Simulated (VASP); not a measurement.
# PbS in VASP: a series of runs

PbS is run at these levels: PBE; tasks: electric field gradients.

Program: VASP 6.6.1. These are calculated values, not measurements. Logs are shortened: lines on timing, memory, paths and dates and some standing lists are left out, and cuts for length are marked.

## Step 1: The cell of the first run

It takes space group Fm-3m (No. 225, cubic). The conventional cell has a = 6.027 Å, b = 6.027 Å, c = 6.027 Å, α = 90.00°, β = 90.00°, γ = 90.00°. Pb (site symmetry m-3m) has 6 S at 3.01 Å within 4.0 Å. S (site symmetry m-3m) has 6 Pb at 3.01 Å within 4.0 Å.

## Step 2: Electric field gradients, PBE (volume scaled by 1.05)

Contents of INCAR:

```
ALGO = Normal ; EDIFF = 1E-8
ENCUT = 520 ; GGA = PE
ISIF = 2 ; ISMEAR = -1
LASPH = True ; LCHARG = False
LEFG = True ; LREAL = False
LWAVE = False ; NBANDS = 17
NELM = 60 ; PREC = Accurate
SIGMA = 0.01
```

Contents of KPOINTS:

```
k-points
0
Gamma
  8 8 8
```

Contents of POSCAR:

```
PbS
1.0
    0.0000000000      3.0136151980      3.0136151980
    3.0136151980      0.0000000000      3.0136151980
    3.0136151980      3.0136151980      0.0000000000
Pb S
1 1
Direct
    0.0000000000      0.0000000000      0.0000000000
    0.5000000000      0.5000000000      0.5000000000
```

Potentials or basis: VASP PAW PBE potentials, release 64 (Pb_d, S).

Run with:

```bash
$ cat potpaw_PBE.64/Pb_d/POTCAR potpaw_PBE.64/S/POTCAR > POTCAR
$ mpirun -np 1 vasp_std > vasp.out
```

OUTCAR:

```text
EDIFF = 1E-8
   ENCUT = 520
   GGA = PE
   ISIF = 2
   ISMEAR = -1
   LASPH = True
   LREAL = False
   NELM = 60
   PREC = Accurate

 ion  position               nearest neighbor table
   1  0.000  0.000  0.000-   2 3.01   2 3.01   2 3.01   2 3.01   2 3.01   2 3.01
   2  0.500  0.500  0.500-   1 3.01   1 3.01   1 3.01   1 3.01   1 3.01   1 3.01

  LATTYP: Found a face centered cubic cell.
 ALAT       =     6.0272303960

  Lattice vectors:

 A1 = (   0.0000000000,   3.0136151980,   3.0136151980)
 A2 = (   3.0136151980,   0.0000000000,   3.0136151980)
 A3 = (   3.0136151980,   3.0136151980,   0.0000000000)

Analysis of symmetry for initial positions (statically):
=====================================================================
 Subroutine PRICEL returns:
 Original cell was already a primitive cell.

 Routine SETGRP: Setting up the symmetry group for a
 face centered cubic supercell.

 Subroutine GETGRP returns: Found 48 space group operations
 (whereof 48 operations were pure point group operations)
 out of a pool of 48 trial point group operations.

The static configuration has the point symmetry O_h .

Analysis of symmetry for dynamics (positions and initial velocities):
=====================================================================
 Subroutine PRICEL returns:
 Original cell was already a primitive cell.

 Routine SETGRP: Setting up the symmetry group for a
 face centered cubic supercell.

 Subroutine GETGRP returns: Found 48 space group operations
 (whereof 48 operations were pure point group operations)
 out of a pool of 48 trial point group operations.

The dynamic configuration has the point symmetry O_h .

 Subroutine INISYM returns: Found 48 space group operations
 (whereof 48 operations are pure point group operations),
 and found     1 'primitive' translations

----------------------------------------------------------------------------------------

                                     Primitive cell

  volume of cell :      54.7386

  direct lattice vectors                    reciprocal lattice vectors
     0.000000000  3.013615198  3.013615198    -0.165913684  0.165913684  0.165913684
[... 114 lines left out ...]
   IVDW    =     0    specifies the selected vdW correction
   LEPSILON=     F    determine dielectric tensor
   LRPA    =     F    only Hartree local field effects (RPA)
 non-spin polarized calculation
  energy-cutoff  :      520.00
  volume of cell :       54.74
 maximum number of plane-waves:      1490
   NGX = 15   NGY = 15   NGZ = 15

 number of electron      20.0000005 magnetization

 Free energy of the ion-electron system (eV)
  ---------------------------------------------------
  ext. energy  EPLUGINS =         0.00000000
  ---------------------------------------------------
  free energy    TOTEN  =        -8.76916611 eV

  energy without entropy =       -8.76916611  energy(sigma->0) =       -8.76916611

 E-fermi :   5.3770     XC(G=0):  -9.4581

 val. band max:        5.1581166355   @ k =   0.5000   0.0000   0.0000
 cond. band min:       5.6868608872   @ k =   0.5000   0.0000   0.0000
 fundamental gap:      0.5287442517
 Fermi energy:         5.3770348510

 k-point     1 :       0.0000    0.0000    0.0000
  band No.  band energies     occupation
      1     -11.5491      2.00000
      2     -11.5491      2.00000
      3     -11.5491      2.00000
      4     -11.5316      2.00000
      5     -11.5316      2.00000
      6      -7.9710      2.00000
[... 457 lines left out ...]
      4     -11.5243      2.00000
      5     -11.5071      2.00000
      6      -6.6547      2.00000
[... 9 lines left out ...]
     16      16.1317      0.00000
     17      16.3161      0.00000

 [... further k-points ...]
[... 5 lines left out ...]
  --------------------------------------------------------------------------------------
  -------------------------------------------------------------------------------------
  Total       -0.1860457     -0.1860457     -0.1860457     -0.0000000     -0.0000000     -0.0000000
  in kB       -5.4454886     -5.4454886     -5.4454886     -0.0000000     -0.0000000     -0.0000000
  external PRESSURE =      -5.4454886 kB  Pullay stress =       0.0000000 kB

 VOLUME and BASIS-vectors are now :
 -----------------------------------------------------------------------------
  energy-cutoff  :      520.00
  volume of cell :       54.74
      direct lattice vectors                 reciprocal lattice vectors
     0.000000000  3.013615198  3.013615198    -0.165913684  0.165913684  0.165913684
     3.013615198  0.000000000  3.013615198     0.165913684 -0.165913684  0.165913684
     3.013615198  3.013615198  0.000000000     0.165913684  0.165913684 -0.165913684

 POSITION                                       TOTAL-FORCE (eV/Angst)
 -----------------------------------------------------------------------------------
      0.00000      0.00000      0.00000         0.000000     -0.000000     -0.000000
      3.01362      3.01362      3.01362        -0.000000      0.000000      0.000000
 -----------------------------------------------------------------------------------
    total drift:                                0.000000     -0.000000     -0.000000

  FREE ENERGIE OF THE ION-ELECTRON SYSTEM (eV)
  ---------------------------------------------------
  free  energy   TOTEN  =        -8.7691661136 eV

  energy  without entropy=       -8.7691661136  energy(sigma->0) =       -8.76916611

 Electric field gradients (V/A^2)
---------------------------------------------------------------------
 ion       V_xx      V_yy      V_zz      V_xy      V_xz      V_yz
---------------------------------------------------------------------
   1      -0.000    -0.000     0.000    -0.001    -0.001    -0.001
   2      -0.000     0.000     0.000    -0.001    -0.001    -0.001
---------------------------------------------------------------------

 Electric field gradients after diagonalization (V/A^2)
 (convention: |V_zz| > |V_xx| > |V_yy|)
----------------------------------------------------------------------
 ion       V_xx      V_yy      V_zz     asymmetry (V_yy - V_xx)/ V_zz
----------------------------------------------------------------------
   1       0.001     0.001    -0.002       0.000
   2       0.001     0.001    -0.001       0.000
----------------------------------------------------------------------

           NMR quadrupolar parameters

 Cq : quadrupolar parameter    Cq=e*Q*V_zz/h
 eta: asymmetry parameters     (V_yy - V_xx)/ V_zz
 Q  : nuclear electric quadrupole moment in mb (millibarn)
----------------------------------------------------------------------
 ion       Cq(MHz)       eta       Q (mb)
----------------------------------------------------------------------
   1      -0.000       0.000       1.000
   2      -0.000       0.000       1.000
----------------------------------------------------------------------
```

OSZICAR:

```text
N       E                     dE             d eps       ncg     rms          rms(c)
DAV:   1     0.159474949006E+03    0.15947E+03   -0.97283E+03   986   0.122E+03
DAV:   2     0.284710915942E+01   -0.15663E+03   -0.15069E+03  1068   0.312E+02
DAV:   3    -0.898368972888E+01   -0.11831E+02   -0.11761E+02  1283   0.915E+01
DAV:   4    -0.928413668848E+01   -0.30045E+00   -0.30015E+00  1265   0.161E+01
DAV:   5    -0.929580673957E+01   -0.11670E-01   -0.11669E-01  1449   0.300E+00    0.431E+00
DAV:   6    -0.876379684232E+01    0.53201E+00   -0.15627E+00  1512   0.804E+00    0.302E+00
DAV:   7    -0.876571511870E+01   -0.19183E-02   -0.14577E-01  1140   0.187E+00    0.180E+00
DAV:   8    -0.876962219450E+01   -0.39071E-02   -0.18240E-02  1169   0.140E+00    0.363E-01
DAV:   9    -0.876892701626E+01    0.69518E-03   -0.42055E-03  1507   0.532E-01    0.950E-02
DAV:  10    -0.876916175958E+01   -0.23474E-03   -0.43089E-04  1146   0.116E-01    0.751E-02
DAV:  11    -0.876916502185E+01   -0.32623E-05   -0.62427E-05  1372   0.852E-02    0.150E-02
DAV:  12    -0.876916606264E+01   -0.10408E-05   -0.43743E-06  1224   0.215E-02    0.371E-03
DAV:  13    -0.876916605216E+01    0.10483E-07   -0.22663E-07  1389   0.512E-03    0.944E-04
DAV:  14    -0.876916607916E+01   -0.27003E-07   -0.12842E-07  1124   0.198E-03    0.286E-04
DAV:  15    -0.876916609471E+01   -0.15544E-07   -0.50145E-09  1116   0.787E-04    0.233E-04
DAV:  16    -0.876916611450E+01   -0.19792E-07   -0.73091E-10   674   0.211E-04    0.452E-05
DAV:  17    -0.876916611362E+01    0.88289E-09   -0.13366E-10   651   0.173E-04
   1 F= -.87691661E+01 E0= -.87691661E+01  d E =-.111191E-11
```

Wall time 52 s (1 thread of Intel Xeon 8259CL, shared host); peak memory 0.18 GiB.

Results:

```
Free energy            : -8.7692 eV
Pressure               : -0.5 GPa
Band gap on the k mesh : 0.53 eV, direct
```

Levels at points of the mesh, in eV from the valence-band top:
```csv
k point,band 8,band 9,band 10,band 11,band 12,band 13
"(0.00, 0.00, 0.00)",-1.89,-1.89,-1.89,5.12,5.12,5.12
"(0.50, 0.00, 0.00)",-1.54,-1.54,0.00,0.53,2.11,2.11
"(0.50, 0.50, 0.00)",-4.74,-3.09,-3.09,4.12,5.46,5.55
```

Caveat: without QUAD_EFG the Cq values of the log hold for a quadrupole moment of 1 mb, not for the nuclei; spin-orbit coupling is left out, which moves the levels of the heavy elements.

## Step 3: Electric field gradients, PBE (equal xy, yz and zx shear strains of +2 %)

Contents of INCAR:

```
PREC     = Accurate       # precision mode
ENCUT    = 400            # plane-wave cutoff, eV
EDIFF    = 1E-8           # SCF threshold, eV
ISMEAR   = -1             # smearing method
SIGMA    = 0.01           # smearing width, eV
LREAL    = F              # projectors in reciprocal space
LASPH    = T              # aspherical terms in the spheres
NELM     = 120            # most SCF steps
ALGO     = Normal         # electronic algorithm
ISIF     = 2              # what is computed and relaxed
LWAVE    = F              # write WAVECAR
LCHARG   = F              # write CHGCAR
GGA      = PE             # functional
LEFG     = T            
NBANDS   = 17             # bands
GGA_COMPAT= F
```

Contents of KPOINTS:

```
Automatic mesh
0
Gamma
  8 8 8
```

Contents of POSCAR:

```
PbS
1.0
    0.0593000000      2.9946500000      2.9946500000
    2.9946500000      0.0593000000      2.9946500000
    2.9946500000      2.9946500000      0.0593000000
Pb S
1 1
Direct
    0.0000000000      0.0000000000      0.0000000000
    0.5000000000      0.5000000000      0.5000000000
```

Potentials or basis: VASP PAW PBE potentials, release 64 (Pb_d, S).

Run with:

```bash
$ cat potpaw_PBE.64/Pb_d/POTCAR potpaw_PBE.64/S/POTCAR > POTCAR
$ mpirun -np 1 vasp_std > vasp.out
```

OUTCAR:

```text
PREC = Accurate
   ENCUT = 400
   EDIFF = 1E-8
   ISMEAR = -1
   LREAL = F
   LASPH = T
   NELM = 120
   ISIF = 2
   GGA = PE

 ion  position               nearest neighbor table
   1  0.000  0.000  0.000-   2 2.97   2 2.97   2 2.97   2 2.97   2 2.97   2 2.97
   2  0.500  0.500  0.500-   1 2.97   1 2.97   1 2.97   1 2.97   1 2.97   1 2.97

  LATTYP: Found a trigonal (rhomboedric) cell.
 ALAT       =     4.2354897869
 COS(alpha) =     0.5197000882

  Lattice vectors:

 A1 = (   0.0593000000,   2.9946500000,   2.9946500000)
[... 693 lines left out ...]
  free  energy   TOTEN  =        -8.7512483556 eV

  energy  without entropy=       -8.7512481713  energy(sigma->0) =       -8.75124826

 Electric field gradients (V/A^2)
---------------------------------------------------------------------
 ion       V_xx      V_yy      V_zz      V_xy      V_xz      V_yz
---------------------------------------------------------------------
   1       0.000     0.000    -0.000    -2.174    -2.174    -2.174
   2       0.000     0.000     0.000     2.955     2.955     2.955
---------------------------------------------------------------------

 Electric field gradients after diagonalization (V/A^2)
 (convention: |V_zz| > |V_xx| > |V_yy|)
----------------------------------------------------------------------
 ion       V_xx      V_yy      V_zz     asymmetry (V_yy - V_xx)/ V_zz
----------------------------------------------------------------------
   1       2.174     2.174    -4.348       0.000
   2      -2.955    -2.955     5.911       0.000
----------------------------------------------------------------------

           NMR quadrupolar parameters

 Cq : quadrupolar parameter    Cq=e*Q*V_zz/h
 eta: asymmetry parameters     (V_yy - V_xx)/ V_zz
 Q  : nuclear electric quadrupole moment in mb (millibarn)
----------------------------------------------------------------------
 ion       Cq(MHz)       eta       Q (mb)
----------------------------------------------------------------------
   1      -0.011       0.000       1.000
   2       0.014       0.000       1.000
----------------------------------------------------------------------
```

OSZICAR:

```text
N       E                     dE             d eps       ncg     rms          rms(c)
DAV:   1     0.147263659563E+03    0.14726E+03   -0.82719E+03  2219   0.102E+03
DAV:   2     0.174388913545E+01   -0.14552E+03   -0.13996E+03  2369   0.284E+02
DAV:   3    -0.896359295762E+01   -0.10707E+02   -0.10543E+02  2929   0.853E+01
DAV:   4    -0.922499380715E+01   -0.26140E+00   -0.26120E+00  2840   0.145E+01
DAV:   5    -0.923461637738E+01   -0.96226E-02   -0.96218E-02  3321   0.263E+00    0.463E+00
DAV:   6    -0.874761975117E+01    0.48700E+00   -0.13850E+00  3444   0.800E+00    0.328E+00
DAV:   7    -0.874792036352E+01   -0.30061E-03   -0.14239E-01  2628   0.188E+00    0.187E+00
DAV:   8    -0.875147400227E+01   -0.35536E-02   -0.15727E-02  2538   0.135E+00    0.233E-01
DAV:   9    -0.875106777607E+01    0.40623E-03   -0.31866E-03  3554   0.493E-01    0.849E-02
DAV:  10    -0.875123877164E+01   -0.17100E-03   -0.35228E-04  2479   0.112E-01    0.519E-02
DAV:  11    -0.875124740692E+01   -0.86353E-05   -0.63875E-05  3062   0.864E-02    0.194E-02
DAV:  12    -0.875124824041E+01   -0.83349E-06   -0.41406E-06  2841   0.197E-02    0.275E-03
DAV:  13    -0.875124825984E+01   -0.19423E-07   -0.18633E-07  3012   0.388E-03    0.137E-03
DAV:  14    -0.875124832962E+01   -0.69780E-07   -0.12079E-07  2475   0.182E-03    0.749E-04
DAV:  15    -0.875124834338E+01   -0.13762E-07   -0.25433E-09  2518   0.692E-04    0.187E-04
DAV:  16    -0.875124835521E+01   -0.11836E-07   -0.72859E-10  1520   0.211E-04    0.916E-05
DAV:  17    -0.875124835556E+01   -0.35106E-09   -0.11356E-10  1475   0.146E-04
   1 F= -.87512484E+01 E0= -.87512483E+01  d E =-.184264E-06
```

It took 49 s on 1 thread of Intel Xeon Platinum 8488C (Sapphire Rapids), shared host; peak memory 0.17 GiB.

What came out:

```yaml
Free_energy: -8.7512 eV
Pressure: 2.2 GPa
Band_gap_on_the_k_mesh: 0.18 eV, indirect (least direct gap 0.33 eV)
```

Stress tensor (GPa, compression positive):
```
 2.20 -0.41 -0.41
-0.41  2.20 -0.41
-0.41 -0.41  2.20
```

Electric field gradients, principal values (V/Å²):
| atom | least | middle | greatest (by size) |
| --- | --- | --- | --- |
| 1 Pb | 2.174 | 2.174 | -4.348 |
| 2 S | -2.955 | -2.955 | 5.911 |

Caveat: the cell differs from its parent crystal (equal xy, yz and zx shear strains of +2 %); without QUAD_EFG the Cq values of the log hold for a quadrupole moment of 1 mb, not for the nuclei; spin-orbit coupling is left out, which moves the levels of the heavy elements.

(Continued in part 2 of 3.)
